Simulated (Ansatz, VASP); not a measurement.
KTaO3 in VASP and in Ansatz

File POSCAR:

```
KTaO3
1.0
    3.8885925000      0.0000000000      0.0000000000
    0.0000000000      3.8885925000      0.0000000000
    0.0000000000      0.0000000000      3.9883000000
K Ta O
1 1 3
Direct
    0.5000000000      0.5000000000      0.5000000000
    0.0000000000      0.0000000000      0.0000000000
    0.5000000000      0.0000000000      0.0000000000
    0.0000000000      0.5000000000      0.0000000000
    0.0000000000      0.0000000000      0.5000000000
```

Contents of INCAR.step1:

```
PREC = Accurate ; ENCUT = 520
ISMEAR = 0 ; SIGMA = 0.05
LREAL = False ; LASPH = True
NELM = 60 ; NBANDS = 27
GGA = PE ; ALGO = Normal
EDIFF = 1E-4 ; LWAVE = True
LCHARG = False
```

Contents of INCAR.step2:

```
PREC = Accurate ; ENCUT = 520
EDIFF = 1E-6 ; ISMEAR = 0
SIGMA = 0.05 ; LREAL = False
LASPH = True ; NELM = 60
ALGO = Normal ; ISIF = 2
LWAVE = False ; LCHARG = False
METAGGA = R2SCAN ; LMIXTAU = True
NBANDS = 27 ; ISTART = 1
```

KPOINTS

```
regular mesh
0
Gamma
  6 6 6
```

Input for Ansatz:

```yaml
crystal:
  lattice:
    - [3.8885925, 0.0, 0.0]
    - [0.0, 3.8885925, 0.0]
    - [0.0, 0.0, 3.9883]
  atoms:
    - { symbol: K, position: [0.5, 0.5, 0.5] }
    - { symbol: Ta, position: [0.0, 0.0, 0.0] }
    - { symbol: O, position: [0.5, 0.0, 0.0] }
    - { symbol: O, position: [0.0, 0.5, 0.0] }
    - { symbol: O, position: [0.0, 0.0, 0.5] }
basis:
  ecutwfc: 500
kpoints:
  mp_grid: { grid: [6, 6, 6] }
hamiltonian:
  xc: r2scan
scf:
  occupations: { method: gaussian, width: 0.05 }
output:
  forces: true
  stress: true
  eigenvalues: true
```

Change from the starting cell: strain -0.025 along x and y, +0.000 along z, atoms carried along.

Alike in both runs: task single point; functional r2SCAN; k mesh 6 × 6 × 6; occupations gaussian, width 0.05 eV; no spin polarisation.

|  | VASP | Ansatz |
| --- | --- | --- |
| version | VASP 6.6.1 | Ansatz 0.2.0 |
| potentials or method | VASP PAW PBE potentials, release 64 (K_sv, Ta_pv, O), cutoff 520 eV | scalar-relativistic, plane waves, PAW |
| valence electrons in the cell | 38 | 40 |

|  | VASP | Ansatz | Ansatz less VASP |
| --- | --- | --- | --- |
| gap on the k mesh at the Fermi level (eV) | 2.69 | 2.73 | +0.034 |
| least direct gap on the mesh (eV) | 3.31 | 3.33 | +0.017 |
| pressure (GPa) | 13.7 | 12.5 | -1.22 |
| traceless stress, the component that is largest in VASP (GPa) | -7.77 | -7.62 | +0.147 |

VASP's potentials were made for PBE, not for r2SCAN. VASP's potentials hold 38 valence electrons a cell and Ansatz's 40, so a difference there can come from the potentials and not from the codes.

Neither program's run includes spin-orbit coupling.
